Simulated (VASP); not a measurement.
Wanted: the native input for a VASP 6.6.1 run.

* Task: single point
* Functional: PBE
* Potentials or basis: VASP PAW PBE potentials, release 64 (Ga_d, P)
* Cutoff: 520 eV
* k mesh: 10 × 10 × 10
* Occupations: fermi-dirac, width 0.05 eV
* Spin: no spin polarisation
* Dipole correction: no
* Further INCAR settings: ALGO = Normal; EDIFF = 1e-06; NBANDS = 16

The structure of GaP lies in POSCAR:

```
GaP
1.0
    0.0000000000      2.7252500000      2.6979975000
    2.7252500000      0.0000000000      2.6979975000
    2.7252500000      2.7252500000      0.0000000000
Ga P
1 1
Direct
    0.0000000000      0.0000000000      0.0000000000
    0.7500000000      0.7500000000      0.7500000000
```

This cell differs from its parent crystal: zz strain of -1 %.

One way to write it, as run:

INCAR

```
SYSTEM = GaP
  ALGO = Normal
  EDIFF = 1E-6
  ENCUT = 520
  GGA = PE
  ISIF = 2
  ISMEAR = -1
  LASPH = .TRUE.
  LCHARG = .FALSE.
  LREAL = .FALSE.
  LWAVE = .FALSE.
  NBANDS = 16
  NELM = 100
  PREC = Accurate
  SIGMA = 0.05
```

KPOINTS

```
k-points
0
G
  10 10 10
  0 0 0
```

Potentials or basis: VASP PAW PBE potentials, release 64 (Ga_d, P).

Command:

```console
$ cat potpaw_PBE.64/Ga_d/POTCAR potpaw_PBE.64/P/POTCAR > POTCAR
$ mpirun -np 1 vasp_std > vasp.out
```

It gave:

* Pressure: 3.3 GPa
* Band gap on the k mesh: 1.49 eV, indirect (least direct gap 1.87 eV)

Caveat: the cell differs from its parent crystal (zz strain of -1 %).

Wall time 72 s on 1 thread of Intel(R) Xeon(R) 6975P-C (Granite Rapids) (shared host), peak memory 0.2 GiB.
